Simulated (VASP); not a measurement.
Ba2TeMo2, 5 atoms in the cell. The structure is trigonal, space group P3m1 (No. 156). The conventional cell has a = 4.217 Å, b = 4.217 Å, c = 10.433 Å, α = 90.00°, β = 90.00°, γ = 120.00°. Ba (site symmetry 3m) has 9 Ba at 3.53 to 4.22 Å and 3 Te at 4.57 Å within 4.6 Å. Ba (site symmetry 3m) has 4 Mo at 3.05 to 3.21 Å and 3 Ba at 3.53 Å within 4.0 Å. Within 2.9 Å of Te (site symmetry 3m) lie 4 Mo at 2.18 to 2.56 Å. Within 2.9 Å of Mo (site symmetry 3m) lie 1 Te at 2.18 Å and 3 Mo at 2.80 Å. Within 3.4 Å of Mo (site symmetry 3m) lie 3 Te at 2.56 Å and 3 Mo at 2.80 Å and 1 Ba at 3.21 Å. The cell was built from a structure type or drawn by symmetry, and may not be a known phase.

| Item | Value |
| --- | --- |
| Program | VASP 6.6.1 |
| Task | relaxation of cell and atoms |
| Functional | PBE |
| Potentials or basis | VASP PAW PBE potentials, release 64 (Ba_sv, Te, Mo_sv) |
| Cutoff | 600 eV |
| k mesh | 5 × 5 × 2 |
| Occupations | gaussian, width 0.2 eV |
| Spin | no spin polarisation |
| Dipole correction | no |
| Further INCAR settings | ALGO = Fast; EDIFF = 1e-06; IBRION = 2; EDIFFG = -0.08; NSW = 36; ISIF = 3 |

Potentials or basis: VASP PAW PBE potentials, release 64 (Ba_sv, Te, Mo_sv).

The run is started by

```sh
$ cat potpaw_PBE.64/Ba_sv/POTCAR potpaw_PBE.64/Te/POTCAR potpaw_PBE.64/Mo_sv/POTCAR > POTCAR
$ mpirun -np 1 vasp_std > vasp.out
```

Hardware: 1 thread of AMD EPYC 7R13 Processor (Zen 3) (shared host).

Q: Estimate the wall time of this run.

A: Wall time 44 min on 1 thread of AMD EPYC 7R13 Processor (Zen 3) (shared host), peak memory 0.36 GiB. Counts: scf iterations 609, k points 10, ion steps 36.
